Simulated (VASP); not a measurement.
# Ba (Im-3m) in VASP: settings compared

Ba is run at these levels: PBEsol+D3(BJ), LDA; tasks: single point.

Everything below comes from runs of VASP 6.6.1. Logs are shortened: lines on timing, memory, paths and dates and some standing lists are left out, and cuts for length are marked.

## Step 1: The cell of the first run

It takes space group Im-3m (No. 229, cubic). Conventional cell: a = 4.945 Å, b = 4.945 Å, c = 4.945 Å, α = 90.00°, β = 90.00°, γ = 90.00°. Within 5.6 Å of Ba (site symmetry m-3m) lie 14 Ba at 4.28 to 4.95 Å.

## Step 2: Single point, PBEsol+D3(BJ), collinear spin (60.47 Å³/atom)

The input, INCAR:

```
  PREC = Accurate
  ENCUT = 520
  EDIFF = 1E-7
  ISMEAR = -1
  SIGMA = 0.05
  LREAL = False
  LASPH = True
  NELM = 150
  ALGO = Normal
  ISIF = 2
  LWAVE = False
  LCHARG = False
  ISPIN = 2
  MAGMOM = 2
  LORBIT = 11
  NUPDOWN = 2.0
  GGA = PS
  IVDW = 12
  NBANDS = 15
```

The input, KPOINTS:

```
regular mesh
0
Gamma
  8 8 8
```

The input, POSCAR:

```
Ba
1.0
   -2.4726242250      2.4726242250      2.4726242250
    2.4726242250     -2.4726242250      2.4726242250
    2.4726242250      2.4726242250     -2.4726242250
Ba
1
Direct
    0.0000000000      0.0000000000      0.0000000000
```

Potentials or basis: VASP PAW PBE potentials, release 64 (Ba_sv).

On the command line:

```
$ cat potpaw_PBE.64/Ba_sv/POTCAR > POTCAR
$ mpirun -np 1 vasp_std > vasp.out
```

OUTCAR:

```text
PREC = Accurate
   ENCUT = 520
   EDIFF = 1E-7
   ISMEAR = -1
   LREAL = False
   LASPH = True
   NELM = 150
   ISIF = 2
   ISPIN = 2
   LORBIT = 11
   NUPDOWN = 2.0
   GGA = PS
   IVDW = 12
 IVDW          = 12

 ion  position               nearest neighbor table
   1  0.000  0.000  0.000-

  LATTYP: Found a body centered cubic cell.
 ALAT       =     4.9452484500

  Lattice vectors:

 A1 = (  -2.4726242250,   2.4726242250,   2.4726242250)
 A2 = (   2.4726242250,  -2.4726242250,   2.4726242250)
 A3 = (   2.4726242250,   2.4726242250,  -2.4726242250)

Analysis of symmetry for initial positions (statically):
=====================================================================
 Subroutine PRICEL returns:
 Original cell was already a primitive cell.

 Routine SETGRP: Setting up the symmetry group for a
 body centered cubic supercell.

 Subroutine GETGRP returns: Found 48 space group operations
 (whereof 48 operations were pure point group operations)
 out of a pool of 48 trial point group operations.

The static configuration has the point symmetry O_h .

Analysis of symmetry for dynamics (positions and initial velocities):
=====================================================================
 Subroutine PRICEL returns:
 Original cell was already a primitive cell.

 Routine SETGRP: Setting up the symmetry group for a
 body centered cubic supercell.

 Subroutine GETGRP returns: Found 48 space group operations
 (whereof 48 operations were pure point group operations)
 out of a pool of 48 trial point group operations.

The dynamic configuration has the point symmetry O_h .

Analysis of structural, dynamic, and magnetic symmetry:
=====================================================================
 Subroutine PRICEL returns:
 Original cell was already a primitive cell.

 Routine SETGRP: Setting up the symmetry group for a
 body centered cubic supercell.

 Subroutine GETGRP returns: Found 48 space group operations
 (whereof 48 operations were pure point group operations)
 out of a pool of 48 trial point group operations.

The overall configuration has the point symmetry O_h .

 Subroutine INISYM returns: Found 48 space group operations
 (whereof 48 operations are pure point group operations),
 and found     1 'primitive' translations

----------------------------------------------------------------------------------------

                                     Primitive cell

  volume of cell :      60.4692

  direct lattice vectors                    reciprocal lattice vectors
    -2.472624225  2.472624225  2.472624225     0.000000000  0.202214309  0.202214309
     2.472624225 -2.472624225  2.472624225     0.202214309  0.000000000  0.202214309
     2.472624225  2.472624225 -2.472624225     0.202214309  0.202214309  0.000000000

  length of vectors
     4.282710786  4.282710786  4.282710786     0.285974219  0.285974219  0.285974219

  position of ions in fractional coordinates (direct lattice)
     0.000000000  0.000000000  0.000000000

  ion indices of the primitive-cell ions
   primitive index   ion index
                 1           1

----------------------------------------------------------------------------------------

 KPOINTS: regular mesh

Automatic generation of k-mesh.
 Grid dimensions read from file:
 generate k-points for:    8    8    8

 Generating k-lattice:

  Cartesian coordinates                     Fractional coordinates (reciprocal lattice)
     0.000000000  0.025276789  0.025276789     0.125000000  0.000000000  0.000000000
     0.025276789  0.000000000  0.025276789     0.000000000  0.125000000  0.000000000
     0.025276789  0.025276789  0.000000000     0.000000000  0.000000000  0.125000000

  Length of vectors
     0.035746777  0.035746777  0.035746777

  Shift w.r.t. Gamma in fractional coordinates (k-lattice)
     0.000000000  0.000000000  0.000000000

 Subroutine IBZKPT returns following result:
 ===========================================

 Found     29 irreducible k-points:

 Following reciprocal coordinates:
            Coordinates               Weight
  0.000000  0.000000  0.000000      1.000000
  0.125000  0.000000  0.000000     12.000000
  0.250000  0.000000  0.000000     12.000000
  0.375000  0.000000  0.000000     12.000000
  0.500000  0.000000  0.000000      6.000000
  0.125000  0.125000  0.000000     24.000000
[... 16 lines left out ...]
 -0.250000  0.250000  0.250000      6.000000
 -0.375000  0.375000  0.250000     24.000000
 [... further k-points ...]
   k-points           NKPTS =     29   k-points in BZ     NKDIM =     29   number of bands    NBANDS=     15
   number of dos      NEDOS =    301   number of ions     NIONS =      1
   total plane-waves  NPLWV =  32768
   dimension x,y,z NGX =    32 NGY =   32 NGZ =   32
   dimension x,y,z NGXF=    64 NGYF=   64 NGZF=   64
   ions per type =               1
   NGX,Y,Z   is equivalent  to a cutoff of  12.42, 12.42, 12.42 a.u.
   NGXF,Y,Z  is equivalent  to a cutoff of  24.84, 24.84, 24.84 a.u.
 SYSTEM =  unknown system
   PREC   = accura    normal or accurate (medium, high low for compatibility)
   ISTART =      0    job   : 0-new  1-cont  2-samecut
   ICHARG =      2    charge: 1-file 2-atom 10-const
   ISPIN  =      2    spin polarized calculation?
   LNONCOLLINEAR =      F non collinear calculations
   LSORBIT =      F    spin-orbit coupling
   LASPH  =      T    aspherical Exc in radial PAW
   ENCUT  =  520.0 eV  38.22 Ry    6.18 a.u.   7.96  7.96  7.96*2*pi/ulx,y,z
   NELM   =    150;   NELMIN=  2; NELMDL= -5     # of ELM steps
   EDIFF  = 0.1E-06   stopping-criterion for ELM
   LREAL  =      F    real-space projection
   EDIFFG = 0.1E-05   stopping-criterion for IOM
   NSW    =      0    number of steps for IOM
   IBRION =     -1    ionic relax: 0-MD 1-quasi-New 2-CG
   NFREE  =      0    steps in history (QN), initial steepest desc. (CG)
   ISIF   =      2    stress and relaxation
   ISYM   =      2    0-nonsym 1-usesym 2-fastsym
   POTIM  = 0.5000    time-step for ionic-motion
   TEBEG  =    0.0;   TEEND  =   0.0 temperature during run
   PSTRESS=    0.0 pullay stress
   NELECT =      10.0000    total number of electrons
   NUPDOWN=       2.0000    fix difference up-down
   EMIN   =  10.00;   EMAX   =-10.00  energy-range for DOS
   EFERMI =   0.00;   METHOD = LEGACY
   ISMEAR =    -1;   SIGMA  =   0.05  broadening in eV -4-tet -1-fermi 0-gaus
   EFERMI_NEDOS =   21; number of points for ismear=-14 and -15
   IALGO  =     38    algorithm
   IMIX   =      4    mixing-type and parameters
     AMIX     =   0.40;   BMIX     =  1.00
     AMIX_MAG =   1.60;   BMIX_MAG =  1.00
  volume/ion in A,a.u.               =      60.47       408.07
  Fermi-wavevector in a.u.,A,eV,Ry     =   0.898594  1.698096 10.986306  0.807471
  Thomas-Fermi vector in A             =   2.021322
   LORBIT       =     11    0 simple, 1 ext, 2 COOP (PROOUT), +10 PAW based schemes
   GGA     = PS    functional components
   LHFCALC =     F    Hartree Fock is set to
   AEXX    =    0.0000 exact exchange contribution
   IVDW    =    12    specifies the selected vdW correction
   LEPSILON=     F    determine dielectric tensor
   LRPA    =     F    only Hartree local field effects (RPA)
 spin polarized calculation
  energy-cutoff  :      520.00
  volume of cell :       60.47
 maximum number of plane-waves:      1647
   NGX = 15   NGY = 15   NGZ = 15

 number of electron      10.0000000 magnetization       2.0000000

 number of electron       9.9999999 magnetization       2.0000000

 Free energy of the ion-electron system (eV)
  ---------------------------------------------------
  ext. energy  EPLUGINS =         0.00000000
  ---------------------------------------------------
  free energy    TOTEN  =        -1.58542483 eV

  energy without entropy =       -1.57213739  energy(sigma->0) =       -1.57878111

 E-fermi : -10.5351     XC(G=0):  -7.5559

 val. band max:        2.0372059304   @ k =   0.1250   0.1250   0.1250
 cond. band min:      -0.2888590953   @ k =   0.0000   0.0000   0.0000
 fundamental gap:     -2.3260650257
 Fermi energy:         2.0495149501

 spin component 1

 k-point     1 :       0.0000    0.0000    0.0000
  band No.  band energies     occupation
      1     -27.0873      1.00000
      2     -12.0470      1.00000
      3     -12.0470      1.00000
      4     -12.0470      1.00000
      5      -1.7660      1.00000
      6       3.1576      0.00000
      7       3.1576      0.00000
      8       3.1576      0.00000
      9       4.6616      0.00000
     10       4.6616      0.00000
     11       8.0298      0.00000
     12       8.0298      0.00000
     13       8.0298      0.00000
     14      13.8188      0.00000
     15      13.8188      0.00000
[... 397 lines left out ...]
 k-point    24 :      -0.3750    0.3750    0.2500
  band No.  band energies     occupation
      1     -27.0177      1.00000
      2     -12.4767      1.00000
      3     -12.3096      1.00000
      4     -12.2593      1.00000
      5       0.7612      1.00000
      6       1.3478      1.00000
      7       3.1554      0.00000
      8       3.3707      0.00000
      9       4.9180      0.00000
     10       5.4672      0.00000
     11       8.6799      0.00000
     12       9.7161      0.00000
     13       9.9937      0.00000
     14      11.8622      0.00000
     15      13.6420      0.00000

 [... further k-points ...]

 spin component 2

 k-point     1 :       0.0000    0.0000    0.0000
  band No.  band energies     occupation
      1     -26.8155      1.00000
      2     -11.7011      1.00000
      3     -11.7011      1.00000
      4     -11.7011      1.00000
      5      -0.2889      0.00000
      6       4.0347      0.00000
      7       4.0347      0.00000
      8       4.0347      0.00000
      9       5.5448      0.00000
     10       5.5448      0.00000
     11       9.6601      0.00000
     12       9.6601      0.00000
     13       9.6601      0.00000
     14      15.2799      0.00000
     15      15.2800      0.00000
[... 397 lines left out ...]
 k-point    24 :      -0.3750    0.3750    0.2500
  band No.  band energies     occupation
      1     -26.7533      1.00000
      2     -12.0771      1.00000
      3     -11.9354      1.00000
      4     -11.8888      1.00000
      5       2.1234      0.00000
      6       2.6142      0.00000
      7       4.1875      0.00000
      8       4.4514      0.00000
      9       5.9632      0.00000
     10       6.2402      0.00000
     11       9.7242      0.00000
     12      10.7225      0.00000
     13      11.1350      0.00000
     14      13.0102      0.00000
     15      14.8277      0.00000

 [... further k-points ...]

------------------------ aborting loop because EDIFF is reached ----------------------------------------

 Edisp (eV)   -0.26178

 E8    (eV) :    -0.2064

  FORCE on cell =-STRESS in cart. coord.  units (eV):
  Direction    XX          YY          ZZ          XY          YZ          ZX
  --------------------------------------------------------------------------------------
  -------------------------------------------------------------------------------------
  Total      -0.37829    -0.37829    -0.37829    -0.00000     0.00000    -0.00000
  in kB     -10.02308   -10.02308   -10.02308    -0.00000     0.00000    -0.00000
  external pressure =      -10.02 kB  Pullay stress =        0.00 kB

 VOLUME and BASIS-vectors are now :
 -----------------------------------------------------------------------------
  energy-cutoff  :      520.00
  volume of cell :       60.47
      direct lattice vectors                 reciprocal lattice vectors
    -2.472624225  2.472624225  2.472624225     0.000000000  0.202214309  0.202214309
     2.472624225 -2.472624225  2.472624225     0.202214309  0.000000000  0.202214309
     2.472624225  2.472624225 -2.472624225     0.202214309  0.202214309  0.000000000

 POSITION                                       TOTAL-FORCE (eV/Angst)
 -----------------------------------------------------------------------------------
      0.00000      0.00000      0.00000         0.000000     -0.000000      0.000000
 -----------------------------------------------------------------------------------
    total drift:                                0.000000      0.000000     -0.000000

  FREE ENERGIE OF THE ION-ELECTRON SYSTEM (eV)
  ---------------------------------------------------
  free  energy   TOTEN  =        -1.8472067436 eV

  energy  without entropy=       -1.8339193061  energy(sigma->0) =       -1.84056302

 total charge

# of ion       s       p       d       tot
------------------------------------------
    1        2.011   5.540   0.391   7.942

 magnetization (x)

# of ion       s       p       d       tot
------------------------------------------
    1        0.057   0.044   0.390   0.491
```

Wall time 67 s (1 thread of AMD EPYC 7R13, shared host); peak memory 0.19 GiB.

Results:

```yaml
Free_energy: -1.8472 eV
Pressure: -1.0 GPa
Net_moment: 2.00 μB per cell
Site_moments: Ba +0.49 μB
Valence_electrons_inside_the_program's_atomic_spheres: Ba 7.94
Dispersion_energy_per_atom: -0.262 eV
```

Caveat: the PAW data sets were made with another functional, which shifts forces and pressure a little; spin-orbit coupling is left out, which moves the levels of the heavy elements; the total moment is fixed, so each spin has its own Fermi level.

## Step 3: Single point, LDA

This run uses another cell than the first one, of 59.21 Å³/atom.

The input, INCAR:

```
SYSTEM = Ba
PREC = Accurate
ENCUT = 520
EDIFF = 1E-6
ISMEAR = -1
SIGMA = 0.05
LREAL = .FALSE.
LASPH = .TRUE.
NELM = 100
ALGO = Fast
ISIF = 2
LWAVE = .FALSE.
LCHARG = .FALSE.
NBANDS = 11
```

The input, KPOINTS:

```
regular mesh
0
G
  8 8 8
  0 0 0
```

The input, POSCAR:

```
Ba
1.0
   -2.4553325815      2.4553325815      2.4553325815
    2.4553325815     -2.4553325815      2.4553325815
    2.4553325815      2.4553325815     -2.4553325815
Ba
1
Direct
    0.0000000000      0.0000000000      0.0000000000
```

Potentials or basis: VASP PAW LDA potentials, release 64 (Ba_sv).

On the command line:

```
$ cat potpaw_LDA.64/Ba_sv/POTCAR > POTCAR
$ mpirun -np 1 vasp_std > vasp.out
```

OUTCAR:

```text
SYSTEM = Ba
   PREC = Accurate
   ENCUT = 520
   EDIFF = 1E-6
   ISMEAR = -1
   LREAL = .FALSE.
   LASPH = .TRUE.
   NELM = 100
   ISIF = 2

 ion  position               nearest neighbor table
   1  0.000  0.000  0.000-

  LATTYP: Found a body centered cubic cell.
 ALAT       =     4.9106651630

  Lattice vectors:

 A1 = (  -2.4553325815,   2.4553325815,   2.4553325815)
 A2 = (   2.4553325815,  -2.4553325815,   2.4553325815)
 A3 = (   2.4553325815,   2.4553325815,  -2.4553325815)

Analysis of symmetry for initial positions (statically):
=====================================================================
 Subroutine PRICEL returns:
 Original cell was already a primitive cell.

 Routine SETGRP: Setting up the symmetry group for a
 body centered cubic supercell.

 Subroutine GETGRP returns: Found 48 space group operations
 (whereof 48 operations were pure point group operations)
 out of a pool of 48 trial point group operations.

The static configuration has the point symmetry O_h .

Analysis of symmetry for dynamics (positions and initial velocities):
[... 164 lines left out ...]
 k-point     1 :       0.0000    0.0000    0.0000
  band No.  band energies     occupation
      1     -27.0839      2.00000
      2     -12.0048      2.00000
      3     -12.0048      2.00000
      4     -12.0048      2.00000
      5      -1.1465      2.00000
      6       3.4576      0.00000
      7       3.4576      0.00000
      8       3.4576      0.00000
      9       5.0014      0.00000
     10       5.0014      0.00000
     11       8.7946      0.00000
[... 309 lines left out ...]
 k-point    24 :      -0.3750    0.3750    0.2500
  band No.  band energies     occupation
      1     -27.0122      2.00000
      2     -12.4311      2.00000
      3     -12.2677      2.00000
      4     -12.2166      2.00000
      5       1.3406      1.99044
      6       1.8478      0.01624
      7       3.5590      0.00000
      8       3.8115      0.00000
      9       5.3807      0.00000
     10       5.7591      0.00000
     11       9.2123      0.00000

 [... further k-points ...]

------------------------ aborting loop because EDIFF is reached ----------------------------------------

  FORCE on cell =-STRESS in cart. coord.  units (eV):
  Direction    XX          YY          ZZ          XY          YZ          ZX
  --------------------------------------------------------------------------------------
  -------------------------------------------------------------------------------------
  Total       -0.3140904     -0.3140904     -0.3140904      0.0000000      0.0000000      0.0000000
  in kB       -8.4991263     -8.4991263     -8.4991263      0.0000000      0.0000000      0.0000000
  external PRESSURE =      -8.4991263 kB  Pullay stress =       0.0000000 kB

 VOLUME and BASIS-vectors are now :
 -----------------------------------------------------------------------------
  energy-cutoff  :      520.00
  volume of cell :       59.21
      direct lattice vectors                 reciprocal lattice vectors
    -2.455332581  2.455332581  2.455332581     0.000000000  0.203638401  0.203638401
     2.455332581 -2.455332581  2.455332581     0.203638401  0.000000000  0.203638401
     2.455332581  2.455332581 -2.455332581     0.203638401  0.203638401  0.000000000

 POSITION                                       TOTAL-FORCE (eV/Angst)
 -----------------------------------------------------------------------------------
      0.00000      0.00000      0.00000         0.000000     -0.000000      0.000000
 -----------------------------------------------------------------------------------
    total drift:                                0.000000      0.000000     -0.000000

  FREE ENERGIE OF THE ION-ELECTRON SYSTEM (eV)
  ---------------------------------------------------
  free  energy   TOTEN  =        -2.2462434246 eV

  energy  without entropy=       -2.2389683422  energy(sigma->0) =       -2.24260588
```

Run time: 17 s. Hardware: 1 thread of AMD EPYC 7R13, shared host; peak memory 0.13 GiB.

Results:

| Property | Result |
| --- | --- |
| Free energy | -2.2462 eV |
| Pressure | -0.8 GPa |
| Band gap on the k mesh | zero (bands 5 and 6 overlap by 1.20 eV) |

Caveat: spin-orbit coupling is left out, which moves the levels of the heavy elements.

(Continued in part 2 of 2.)
